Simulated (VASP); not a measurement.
# CoSi3 (Fm-3m) in VASP: settings compared, part 2 of 2

VASP 6.6.1. The steps go on from the part before.

## (4) Single point, r2SCAN, collinear spin, ferromagnetic start

File POSCAR:

```
CoSi3
1.0
    0.0000000000      2.9483366004      2.9483366004
    2.9483366004      0.0000000000      2.9483366004
    2.9483366004      2.9483366004      0.0000000000
Si Co
3 1
Direct
    0.2500000000      0.2500000000      0.2500000000
    0.7500000000      0.7500000000      0.7500000000
    0.5000000000      0.5000000000      0.5000000000
    0.0000000000      0.0000000000      0.0000000000
```

File INCAR.step1:

```
  ALGO = Normal
  EDIFF = 1E-4
  ENCUT = 520
  GGA = PE
  ISMEAR = 0
  ISPIN = 2
  LASPH = T
  LCHARG = F
  LMAXMIX = 4
  LREAL = F
  LWAVE = T
  MAGMOM = 0 0 0 2
  NBANDS = 22
  NELM = 150
  PREC = Accurate
  SIGMA = 0.1
```

File INCAR.step2:

```
  ALGO = Normal
  EDIFF = 1E-6
  ENCUT = 520
  ISIF = 2
  ISMEAR = 0
  ISPIN = 2
  ISTART = 1
  LASPH = T
  LCHARG = F
  LMAXMIX = 4
  LMIXTAU = T
  LORBIT = 11
  LREAL = F
  LWAVE = F
  MAGMOM = 0 0 0 2
  METAGGA = R2SCAN
  NBANDS = 22
  NELM = 150
  PREC = Accurate
  SIGMA = 0.1
```

File KPOINTS:

```
k-points
0
Gamma
  12 12 12
```

Potentials or basis: VASP PAW PBE potentials, release 64 (Si, Co).

The run is started by

```bash
cat potpaw_PBE.64/Si/POTCAR potpaw_PBE.64/Co/POTCAR > POTCAR
cp INCAR.step1 INCAR
mpirun -np 1 vasp_std > vasp.out
cp INCAR.step2 INCAR
mpirun -np 1 vasp_std > vasp.out
```

OUTCAR:

```text
EDIFF = 1E-6
   ENCUT = 520
   ISIF = 2
   ISMEAR = 0
   ISPIN = 2
   ISTART = 1
   LASPH = T
   LORBIT = 11
   LREAL = F
   METAGGA = R2SCAN
   NELM = 150
   PREC = Accurate

 ion  position               nearest neighbor table
   1  0.250  0.250  0.250-   3 2.55   4 2.55   4 2.55   4 2.55   4 2.55   3 2.55   3 2.55   3 2.55
                             2 2.95   2 2.95   2 2.95   2 2.95   2 2.95   2 2.95
   2  0.750  0.750  0.750-   3 2.55   4 2.55   3 2.55   3 2.55   3 2.55   4 2.55   4 2.55   4 2.55
                             1 2.95   1 2.95   1 2.95   1 2.95   1 2.95   1 2.95
   3  0.500  0.500  0.500-   1 2.55   2 2.55   1 2.55   1 2.55   1 2.55   2 2.55   2 2.55   2 2.55
                             4 2.95   4 2.95   4 2.95   4 2.95   4 2.95   4 2.95
   4  0.000  0.000  0.000-   1 2.55   2 2.55   2 2.55   2 2.55   2 2.55   1 2.55   1 2.55   1 2.55
                             3 2.95   3 2.95   3 2.95   3 2.95   3 2.95   3 2.95

  LATTYP: Found a face centered cubic cell.
 ALAT       =     5.8966732008

  Lattice vectors:

 A1 = (   0.0000000000,   2.9483366004,   2.9483366004)
 A2 = (   2.9483366004,   0.0000000000,   2.9483366004)
 A3 = (   2.9483366004,   2.9483366004,   0.0000000000)

Analysis of symmetry for initial positions (statically):
=====================================================================
 Subroutine PRICEL returns:
 Original cell was already a primitive cell.

 Routine SETGRP: Setting up the symmetry group for a
 face centered cubic supercell.

 Subroutine GETGRP returns: Found 48 space group operations
 (whereof 48 operations were pure point group operations)
 out of a pool of 48 trial point group operations.

The static configuration has the point symmetry O_h .

Analysis of symmetry for dynamics (positions and initial velocities):
=====================================================================
 Subroutine PRICEL returns:
 Original cell was already a primitive cell.

 Routine SETGRP: Setting up the symmetry group for a
 face centered cubic supercell.

 Subroutine GETGRP returns: Found 48 space group operations
[... 164 lines left out ...]
  ---------------------------------------------------
  free energy    TOTEN  =       -37.60876316 eV

  energy without entropy =      -37.60248952  energy(sigma->0) =      -37.60562634

 E-fermi :  11.0181     XC(G=0): -12.7994

 val. band max:       11.0140923223   @ k =   0.0000   0.0000   0.0000
 cond. band min:      11.0206984021   @ k =  -0.3333   0.3333   0.1667
 fundamental gap:      0.0066060797
 Fermi energy:        11.0181480328

 spin component 1

 k-point     1 :       0.0000    0.0000    0.0000
  band No.  band energies     occupation
      1      -4.1751      1.00000
      2       6.2333      1.00000
      3       6.2333      1.00000
      4       6.2333      1.00000
      5       8.2612      1.00000
      6       8.2612      1.00000
[... 589 lines left out ...]
     21      23.3298      0.00000
     22      24.1652      0.00000

 [... further k-points ...]

 spin component 2

 k-point     1 :       0.0000    0.0000    0.0000
  band No.  band energies     occupation
      1      -4.2516      1.00000
      2       6.4842      1.00000
      3       6.4842      1.00000
      4       6.4842      1.00000
      5       8.3476      1.00000
      6       8.6271      1.00000
[... 589 lines left out ...]
     21      23.3378      0.00000
     22      24.0907      0.00000

 [... further k-points ...]
[... 5 lines left out ...]
  --------------------------------------------------------------------------------------
  -------------------------------------------------------------------------------------
  Total       -1.6402648     -1.6402648     -1.6402648      0.0000000      0.0000000      0.0000000
  in kB      -51.2700045    -51.2700045    -51.2700045      0.0000000      0.0000000      0.0000000
  external PRESSURE =     -51.2700045 kB  Pullay stress =       0.0000000 kB

 VOLUME and BASIS-vectors are now :
 -----------------------------------------------------------------------------
  energy-cutoff  :      520.00
  volume of cell :       51.26
      direct lattice vectors                 reciprocal lattice vectors
     0.000000000  2.948336600  2.948336600    -0.169587150  0.169587150  0.169587150
     2.948336600  0.000000000  2.948336600     0.169587150 -0.169587150  0.169587150
     2.948336600  2.948336600  0.000000000     0.169587150  0.169587150 -0.169587150

 POSITION                                       TOTAL-FORCE (eV/Angst)
 -----------------------------------------------------------------------------------
      1.47417      1.47417      1.47417        -0.000000     -0.000000     -0.000000
      4.42250      4.42250      4.42250         0.000000      0.000000      0.000000
      2.94834      2.94834      2.94834        -0.000000      0.000000      0.000000
      0.00000      0.00000      0.00000        -0.000000      0.000000      0.000000
 -----------------------------------------------------------------------------------
    total drift:                                0.000000     -0.000000      0.000000

  FREE ENERGIE OF THE ION-ELECTRON SYSTEM (eV)
  ---------------------------------------------------
  free  energy   TOTEN  =       -37.6087631636 eV

  energy  without entropy=      -37.6024895192  energy(sigma->0) =      -37.60562634

 total charge

# of ion       s       p       d       tot
------------------------------------------
    1        0.795   0.758   0.000   1.553
    2        0.795   0.758   0.000   1.553
    3        0.826   0.742   0.000   1.568
    4        0.420   0.474   7.422   8.315
--------------------------------------------------
tot          2.837   2.732   7.422  12.990

 magnetization (x)

# of ion       s       p       d       tot
------------------------------------------
    1        0.015  -0.014   0.000   0.001
    2        0.015  -0.014   0.000   0.001
    3       -0.012   0.024   0.000   0.011
    4       -0.005  -0.025   0.851   0.821
--------------------------------------------------
tot          0.012  -0.029   0.851   0.834
```

OSZICAR.step1:

```text
N       E                     dE             d eps       ncg     rms          rms(c)
DAV:   1     0.807521920836E+02    0.80752E+02   -0.82266E+03  6352   0.888E+02
DAV:   2    -0.188496449093E+02   -0.99602E+02   -0.91940E+02  6746   0.196E+02
DAV:   3    -0.245129227357E+02   -0.56633E+01   -0.55070E+01  7922   0.479E+01
DAV:   4    -0.246216620717E+02   -0.10874E+00   -0.10849E+00  7552   0.614E+00
DAV:   5    -0.246248334602E+02   -0.31714E-02   -0.31710E-02  8290   0.113E+00    0.189E+01
DAV:   6    -0.452756720799E+02   -0.20651E+02   -0.13940E+02  7278   0.149E+02    0.488E+01
DAV:   7    -0.241339879166E+02    0.21142E+02   -0.24342E+01  8046   0.979E+01    0.131E+01
DAV:   8    -0.221923299705E+02    0.19417E+01   -0.72282E+00  8592   0.350E+01    0.308E+00
DAV:   9    -0.222300816220E+02   -0.37752E-01   -0.85145E-01  8264   0.726E+00    0.219E+00
DAV:  10    -0.222038038773E+02    0.26278E-01   -0.75331E-02  9478   0.286E+00    0.716E-01
DAV:  11    -0.222019125802E+02    0.18913E-02   -0.76410E-03  9890   0.749E-01    0.382E-01
DAV:  12    -0.222023731721E+02   -0.46059E-03   -0.14475E-03  8106   0.301E-01    0.302E-01
DAV:  13    -0.222022574741E+02    0.11570E-03   -0.14198E-03  5996   0.329E-01    0.129E-01
DAV:  14    -0.222022834711E+02   -0.25997E-04   -0.22618E-04  4288   0.110E-01
   1 F= -.22202283E+02 E0= -.22195903E+02  d E =-.127608E-01  mag=     0.2482
```

Run time: 15 min. Hardware: 1 thread of Oxide Virtual Turin-like, shared host; peak memory 0.26 GiB.

What came out:

| Quantity | Value |
| --- | --- |
| Free energy | -37.6088 eV |
| Pressure | -5.1 GPa |
| Net moment | 0.68 μB per cell |
| Site moments | Si +0.00, +0.01; Co +0.82 μB |
| Valence electrons inside the program's atomic spheres | Si 1.55, 1.57; Co 8.31 |

Caveat: the PAW data sets were made with another functional, which shifts forces and pressure a little.

## (5) Overview

```tsv
level	fixed moment (μB)	cell	gap on the mesh (eV)	pressure (GPa)	moment (μB)
PBE	3.0	a = 4.170 Å, angles 60.0°, 4 atoms	-	4.8	3.00
PBE	-	a = 4.224 Å, angles 60.0°, 4 atoms	none	-4.8	0.16
r2SCAN	-	a = 4.170 Å, angles 60.0°, 4 atoms	none	-5.1	0.68
```

Alike in all rows: task single point; potentials or basis VASP PAW PBE potentials, release 64 (Si, Co); spin collinear, ferromagnetic start; k mesh 12 × 12 × 12; cutoff (eV) 520; smearing gaussian 0.1 eV.

Caveats: the total moment is fixed, so each spin has its own Fermi level (some runs); the PAW data sets were made with another functional, which shifts forces and pressure a little (some runs).

Absolute energies hang on the potentials; compare differences alone.
